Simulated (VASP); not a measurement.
A run of VASP 6.6.1:

INCAR

```
SYSTEM = Ta
PREC     = Accurate       ! precision mode
ENCUT    = 520            ! plane-wave cutoff, eV
EDIFF    = 1E-6           ! SCF threshold, eV
ISMEAR   = -1             ! smearing method
SIGMA    = 0.1            ! smearing width, eV
LREAL    = .FALSE.        ! projectors in reciprocal space
LASPH    = .TRUE.         ! aspherical terms in the spheres
NELM     = 80             ! most SCF steps
ALGO     = Normal         ! electronic algorithm
ISIF     = 2              ! what is computed and relaxed
LWAVE    = .FALSE.        ! write WAVECAR
LCHARG   = .FALSE.        ! write CHGCAR
GGA      = CA             ! functional
NBANDS   = 12             ! bands
```

Contents of KPOINTS:

```
regular mesh
0
G
  18 18 18
  0 0 0
```

The input POSCAR:

```
Ta
1.0
   -1.6512800000      1.6512800000      1.6512800000
    1.6512800000     -1.6512800000      1.6512800000
    1.6512800000      1.6512800000     -1.6512800000
Ta
1
Direct
    0.0000000000      0.0000000000      0.0000000000
```

Potentials or basis: VASP PAW LDA potentials, release 64 (Ta_pv).

Run with:

```console
$ cat potpaw_LDA.64/Ta_pv/POTCAR > POTCAR
$ mpirun -np 1 vasp_std > vasp.out
```

Hardware: 1 thread of AMD EPYC 7R43 64-Core Processor (Zen 3), with other jobs on the host.

**Question.** How long does it take, and how much memory?

**Answer.** Wall time 41 s on 1 thread of AMD EPYC 7R43 64-Core Processor (Zen 3) (shared host), peak memory 0.12 GiB. Counts: scf iterations 10, k points 195.
